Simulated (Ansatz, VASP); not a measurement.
## One calculation of Mg, two programs

```
CELL_PARAMETERS angstrom
3.20927 0.00000 0.00000
-1.60464 2.77931 0.00000
0.00000 0.00000 5.21033
ATOMIC_POSITIONS crystal
Mg 0.33333 0.66667 0.25000
Mg 0.72899 0.33333 0.75000
```

Alike in both runs: task single point; functional PBE; k mesh 12 × 12 × 7; occupations fermi-dirac, width 0.05 eV; no spin polarisation.

|  | VASP | Ansatz |
| --- | --- | --- |
| version | VASP 6.6.1 | Ansatz 0.2.0 |
| potentials or method | VASP PAW PBE potentials, release 64 (Mg), cutoff 520 eV | all-electron LAPW, scalar-relativistic |

```tsv
	VASP	Ansatz	Ansatz less VASP
pressure (GPa)	-0.5	-0.4	+0.11
traceless stress, the component that is largest in VASP (GPa)	0.52	0.52	+0.001
rms of the force components (eV/Å)	0.078	0.078	-0.0002
```

Atom by atom the forces differ by 0.000 eV/Å (rms over components). Ansatz ran all-electron here, and VASP with PAW potentials.
